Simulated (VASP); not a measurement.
# InP (NiAs type) (P6_3/mmc) in VASP: further runs, part 2 of 2

VASP 6.6.1. Earlier steps stand in the parts before.

**3. Relaxation of cell and atoms, PBE, target pressure 0.0037 GPa, at which the enthalpy is minimised**

This run uses another cell than the first one, of 21.27 Å³/atom, 0.984 times its volume.

INCAR reads:

```
PREC = Accurate ; ENCUT = 600
EDIFF = 1E-6 ; ISMEAR = -1
SIGMA = 0.1 ; LREAL = F
LASPH = T ; NELM = 60
ALGO = Normal ; ISIF = 3
LWAVE = F ; LCHARG = F
GGA = PE ; IBRION = 2
NSW = 60 ; EDIFFG = -0.005
PSTRESS = 0.037000000000000005
```

KPOINTS reads:

```
Automatic mesh
0
Gamma
  9 9 5
```

POSCAR reads:

```
InP
1.0
    3.9868309662      0.0000000000      0.0000000000
   -1.9934154831      3.4526968973      0.0000000000
    0.0000000000      0.0000000000      6.1795879976
In P
2 2
Direct
    0.0000000000      0.0000000000      0.0000000000
    0.0000000000      0.0000000000      0.5000000000
    0.3333333333      0.6666666667      0.2500000000
    0.6666666667      0.3333333333      0.7500000000
```

Potentials or basis: VASP PAW PBE potentials, release 64 (In_d, P).

On the command line:

```bash
$ cat potpaw_PBE.64/In_d/POTCAR potpaw_PBE.64/P/POTCAR > POTCAR
$ mpirun -np 1 vasp_std > vasp.out
```

OUTCAR:

```text
PREC = Accurate
   ENCUT = 600
   EDIFF = 1E-6
   ISMEAR = -1
   LREAL = F
   LASPH = T
   NELM = 60
   ISIF = 3
   GGA = PE
   IBRION = 2
   NSW = 60
   EDIFFG = -0.005
   PSTRESS = 0.037000000000000005

 ion  position               nearest neighbor table
   1  0.000  0.000  0.000-   3 2.77   4 2.77   3 2.77   4 2.77   4 2.77   3 2.77   2 3.09   2 3.09

   2  0.000  0.000  0.500-   3 2.77   4 2.77   3 2.77   4 2.77   4 2.77   3 2.77   1 3.09   1 3.09

   3  0.333  0.667  0.250-   1 2.77   2 2.77   1 2.77   2 2.77   1 2.77   2 2.77
   4  0.667  0.333  0.750-   1 2.77   2 2.77   1 2.77   2 2.77   1 2.77   2 2.77

  LATTYP: Found a hexagonal cell.
 ALAT       =     3.9868309662
 C/A-ratio  =     1.5500000000

  Lattice vectors:

 A1 = (   3.9868309662,   0.0000000000,   0.0000000000)
 A2 = (  -1.9934154831,   3.4526968973,   0.0000000000)
 A3 = (   0.0000000000,   0.0000000000,   6.1795879976)

Analysis of symmetry for initial positions (statically):
=====================================================================
 Subroutine PRICEL returns:
 Original cell was already a primitive cell.

 Routine SETGRP: Setting up the symmetry group for a
 hexagonal supercell.

 Subroutine GETGRP returns: Found 24 space group operations
 (whereof 12 operations were pure point group operations)
 out of a pool of 24 trial point group operations.

The static configuration has the point symmetry D_3d.
 The point group associated with its full space group is D_6h.

Analysis of symmetry for dynamics (positions and initial velocities):
=====================================================================
 Subroutine PRICEL returns:
 Original cell was already a primitive cell.

 Routine SETGRP: Setting up the symmetry group for a
 hexagonal supercell.

 Subroutine GETGRP returns: Found 24 space group operations
 (whereof 12 operations were pure point group operations)
 out of a pool of 24 trial point group operations.

The dynamic configuration has the point symmetry D_3d.
 The point group associated with its full space group is D_6h.

 Subroutine INISYM returns: Found 24 space group operations
 (whereof 12 operations are pure point group operations),
 and found     1 'primitive' translations

----------------------------------------------------------------------------------------

                                     Primitive cell

  volume of cell :      85.0640

  direct lattice vectors                    reciprocal lattice vectors
     3.986830966  0.000000000  0.000000000     0.250825783  0.144814334  0.000000000
    -1.993415483  3.452696897  0.000000000     0.000000000  0.289628667  0.000000000
     0.000000000  0.000000000  6.179587998     0.000000000  0.000000000  0.161823086

  length of vectors
     3.986830966  3.986830966  6.179587998     0.289628667  0.289628667  0.161823086

  position of ions in fractional coordinates (direct lattice)
     0.000000000  0.000000000  0.000000000
     0.000000000  0.000000000  0.500000000
     0.333333333  0.666666667  0.250000000
     0.666666667  0.333333333  0.750000000

  ion indices of the primitive-cell ions
   primitive index   ion index
                 1           1
                 2           2
                 3           3
                 4           4
[... 33 lines left out ...]
  0.444444  0.000000  0.000000      6.000000
  0.111111  0.111111  0.000000      6.000000
[... 16 lines left out ...]
  0.333333  0.222222  0.200000     24.000000
  0.333333  0.333333  0.200000      4.000000
 [... further k-points ...]
   k-points           NKPTS =     36   k-points in BZ     NKDIM =     36   number of bands    NBANDS=     22
   number of dos      NEDOS =    301   number of ions     NIONS =      4
   total plane-waves  NPLWV =  51200
   dimension x,y,z NGX =    32 NGY =   32 NGZ =   50
   dimension x,y,z NGXF=    64 NGYF=   64 NGZF=  100
   ions per type =               2   2
   NGX,Y,Z   is equivalent  to a cutoff of  13.34, 13.34, 13.45 a.u.
   NGXF,Y,Z  is equivalent  to a cutoff of  26.69, 26.69, 26.90 a.u.
 SYSTEM =  unknown system
   PREC   = accura    normal or accurate (medium, high low for compatibility)
   ISTART =      0    job   : 0-new  1-cont  2-samecut
   ICHARG =      2    charge: 1-file 2-atom 10-const
   ISPIN  =      1    spin polarized calculation?
   LNONCOLLINEAR =      F non collinear calculations
   LSORBIT =      F    spin-orbit coupling
   LASPH  =      T    aspherical Exc in radial PAW
   ENCUT  =  600.0 eV  44.10 Ry    6.64 a.u.   7.96  7.96 12.34*2*pi/ulx,y,z
   NELM   =     60;   NELMIN=  2; NELMDL= -5     # of ELM steps
   EDIFF  = 0.1E-05   stopping-criterion for ELM
   LREAL  =      F    real-space projection
   EDIFFG = -.5E-02   stopping-criterion for IOM
   NSW    =     60    number of steps for IOM
   IBRION =      2    ionic relax: 0-MD 1-quasi-New 2-CG
   NFREE  =      1    steps in history (QN), initial steepest desc. (CG)
   ISIF   =      3    stress and relaxation
   ISYM   =      2    0-nonsym 1-usesym 2-fastsym
   POTIM  = 0.5000    time-step for ionic-motion
   TEBEG  =    0.0;   TEEND  =   0.0 temperature during run
   PSTRESS=    0.0 pullay stress
   NELECT =      36.0000    total number of electrons
   NUPDOWN=      -1.0000    fix difference up-down
   EMIN   =  10.00;   EMAX   =-10.00  energy-range for DOS
   EFERMI =   0.00;   METHOD = LEGACY
   ISMEAR =    -1;   SIGMA  =   0.10  broadening in eV -4-tet -1-fermi 0-gaus
   EFERMI_NEDOS =   21; number of points for ismear=-14 and -15
   IALGO  =     38    algorithm
   IMIX   =      4    mixing-type and parameters
     AMIX     =   0.40;   BMIX     =  1.00
     AMIX_MAG =   1.60;   BMIX_MAG =  1.00
  volume/ion in A,a.u.               =      21.27       143.51
  Fermi-wavevector in a.u.,A,eV,Ry     =   1.229118  2.322697 20.554758  1.510732
  Thomas-Fermi vector in A             =   2.364018
   LORBIT       =      0    0 simple, 1 ext, 2 COOP (PROOUT), +10 PAW based schemes
   GGA     = PE    functional components
   LHFCALC =     F    Hartree Fock is set to
   AEXX    =    0.0000 exact exchange contribution
   IVDW    =     0    specifies the selected vdW correction
   LEPSILON=     F    determine dielectric tensor
   LRPA    =     F    only Hartree local field effects (RPA)
 conjugate gradient relaxation of ions
 non-spin polarized calculation
  energy-cutoff  :      600.00
  volume of cell :       85.06
 maximum number of plane-waves:      2866
 NGX is ok and might be reduce to    32
   NGX = 15   NGY = 15   NGZ = 25

--------------------------------------- Ionic step        1  -------------------------------------------

 number of electron      35.9999999 magnetization

 Free energy of the ion-electron system (eV)
  ---------------------------------------------------
  ext. energy  EPLUGINS =         0.00000000
  ---------------------------------------------------
  free energy    TOTEN  =       -15.44192583 eV

  energy without entropy =      -15.38800169  energy(sigma->0) =      -15.41496376

------------------------ aborting loop because EDIFF is reached ----------------------------------------

  FORCE on cell =-STRESS in cart. coord.  units (eV):
  Direction    XX          YY          ZZ          XY          YZ          ZX
  --------------------------------------------------------------------------------------
  -------------------------------------------------------------------------------------
  Total       -0.3448598     -0.3448598      4.4436076      0.0000000      0.0000000      0.0000000
  in kB       -6.4954213     -6.4954213     83.6951878      0.0000000      0.0000000      0.0000000
  external PRESSURE =      23.5311151 kB  Pullay stress =       0.0370000 kB
[... 227 lines left out ...]
--------------------------------------- Ionic step        7  -------------------------------------------

 number of electron      36.0000014 magnetization

 Free energy of the ion-electron system (eV)
  ---------------------------------------------------
  ext. energy  EPLUGINS =         0.00000000
  ---------------------------------------------------
  free energy    TOTEN  =       -15.62730407 eV

  energy without entropy =      -15.58813670  energy(sigma->0) =      -15.60772038

 E-fermi :   6.9079     XC(G=0): -10.2929

 val. band max:        6.8826481174   @ k =   0.0000   0.0000   0.0000
 cond. band min:       6.9861717506   @ k =   0.0000   0.0000   0.4000
 fundamental gap:      0.1035236332
 Fermi energy:         6.9078647635

 k-point     1 :       0.0000    0.0000    0.0000
  band No.  band energies     occupation
      1      -7.5599      2.00000
      2      -7.4681      2.00000
      3      -7.4681      2.00000
      4      -7.3826      2.00000
      5      -7.3826      2.00000
      6      -7.3713      2.00000
[... 589 lines left out ...]
     21      11.0102      0.00000
     22      11.0102      0.00000

 [... further k-points ...]

------------------------ aborting loop because EDIFF is reached ----------------------------------------

  FORCE on cell =-STRESS in cart. coord.  units (eV):
  Direction    XX          YY          ZZ          XY          YZ          ZX
  --------------------------------------------------------------------------------------
  -------------------------------------------------------------------------------------
  Total       -0.0039047     -0.0039047      0.0006405      0.0000000      0.0000000      0.0000000
  in kB       -0.0723802     -0.0723802      0.0118724      0.0000000      0.0000000      0.0000000
  external PRESSURE =      -0.0812960 kB  Pullay stress =       0.0370000 kB
[... 23 lines left out ...]
  energy  without entropy=      -15.5881367023  energy(sigma->0) =      -15.60772038

  enthalpy is  TOTEN    =       -15.6253080159 eV   P V=        0.0019960506

 reached required accuracy - stopping structural energy minimisation
```

OSZICAR:

```text
N       E                     dE             d eps       ncg     rms          rms(c)
DAV:   1     0.309437189637E+03    0.30944E+03   -0.18397E+04  1584   0.216E+03
DAV:   2     0.146254704826E+02   -0.29481E+03   -0.28988E+03  1596   0.463E+02
DAV:   3    -0.148579742512E+02   -0.29483E+02   -0.29075E+02  1992   0.157E+02
DAV:   4    -0.159970611659E+02   -0.11391E+01   -0.11363E+01  1924   0.302E+01
[... 57 lines left out ...]
DAV:   2    -0.156275422386E+02    0.89763E-03   -0.25837E-03  1946   0.909E-01    0.931E-02
DAV:   3    -0.156273206165E+02    0.22162E-03   -0.58091E-04  1986   0.441E-01    0.270E-02
DAV:   4    -0.156273090133E+02    0.11603E-04   -0.49285E-05  1974   0.765E-02    0.192E-02
DAV:   5    -0.156273037397E+02    0.52736E-05   -0.47036E-06  1976   0.351E-02    0.348E-03
DAV:   6    -0.156273040665E+02   -0.32673E-06   -0.12221E-06   838   0.141E-02
   7 F= -.15625308E+02 E0= -.15605724E+02  d E =-.185092E-02
```

CONTCAR:

```text
InP
   1.00000000000000
     3.8746546847138976   -0.0000000000000000   -0.0000000000000000
    -1.9373273423569488    3.3555493878329345    0.0000000000000000
     0.0000000000000000   -0.0000000000000000    6.6478890518635811
  In              P
     2     2
Direct
     0.0000000000000000    0.0000000000000000    0.0000000000000000
     0.0000000000000000    0.0000000000000000    0.5000000000000000
     0.3333333332999970    0.6666666667000030    0.2500000000000000
     0.6666666667000030    0.3333333332999970    0.7500000000000000

  0.00000000E+00  0.00000000E+00  0.00000000E+00
  0.00000000E+00  0.00000000E+00  0.00000000E+00
  0.00000000E+00  0.00000000E+00  0.00000000E+00
  0.00000000E+00  0.00000000E+00  0.00000000E+00
```

Wall time 2 min (1 thread of Intel Xeon 6975P-C (Granite Rapids), shared host); peak memory 0.26 GiB.

Results:

- Free energy: -15.6273 eV
- Relaxed volume: 21.61 Å³/atom
- Relaxed cell: a = 3.875 Å, b = 3.875 Å, c = 6.648 Å, α = 90.00°, β = 90.00°, γ = 120.00°
- Space group after relaxing (to 0.05 Å): P6_3/mmc (No. 194)
- Energy change on relaxing (the enthalpy is what falls): -46.3 meV/atom
- Ionic steps: 7
- Pressure after relaxing: 0.0 GPa
- Band gap on the k mesh: zero (band 18 reaches 7.24 eV, above the bottom of band 19 at 4.47 eV)

The path:
```tsv
step	energy change (eV)	largest force (eV/Å)	pressure (GPa)	volume (Å³)
1	0.0000	0.0000	2.36	85.06
2	-0.1395	0.0000	-1.50	88.87
3	-0.1449	0.0000	-2.34	89.88
4	-0.1834	0.0000	-0.40	86.86
5	-0.1835	0.0000	-0.55	87.05
6	-0.1853	0.0000	0.16	86.28
7	-0.1854	0.0000	0.00	86.43
```

Final structure:
```yaml
crystal:
  lattice:
    - [3.87465, 0.00000, 0.00000]
    - [-1.93733, 3.35555, 0.00000]
    - [0.00000, 0.00000, 6.64789]
  atoms:
    - { symbol: In, position: [0.00000, 0.00000, 0.00000] }
    - { symbol: In, position: [0.00000, 0.00000, 0.50000] }
    - { symbol: P, position: [0.33333, 0.66667, 0.25000] }
    - { symbol: P, position: [0.66667, 0.33333, 0.75000] }
```

Caveat: the cell is relaxed towards a set pressure, so the enthalpy falls and the energy may rise; spin-orbit coupling is left out, which moves the levels of the heavy elements.
